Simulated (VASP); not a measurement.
Runs of VASP 6.6.1 on BN. The structure is cubic, space group F-43m (No. 216). The conventional cell has a = 3.610 Å, b = 3.610 Å, c = 3.610 Å, α = 90.00°, β = 90.00°, γ = 90.00°. B (site symmetry -43m) has 4 N at 1.56 Å within 2.1 Å. Within 2.1 Å of N (site symmetry -43m) lie 4 B at 1.56 Å. 

```tsv
level	k mesh	grid for exact exchange (PRECFOCK)	screening parameter	gap on the mesh (eV)	pressure (GPa)
PBE	12 × 12 × 12	-	-	4.46	5.0
PBE0	8 × 8 × 8	Normal	-	6.55	-3.9
PBE	8 × 8 × 8	-	-	4.46	5.0
HSE06	8 × 8 × 8	Normal	0.2079 1/Å	(a)	-3.9
r2SCAN	8 × 8 × 8	-	-	4.98	1.1
```

Alike in all rows: task single point; potentials or basis VASP PAW PBE potentials, release 64 (B, N); no spin polarisation; cell as given; cutoff (eV) 520; smearing gaussian 0.01 eV.

Task: Estimate the missing entries.

Result: (a) 5.78.

Caveats: the PAW data sets were made with another functional, which shifts forces and pressure a little (some runs).

A k mesh can miss the band edges.
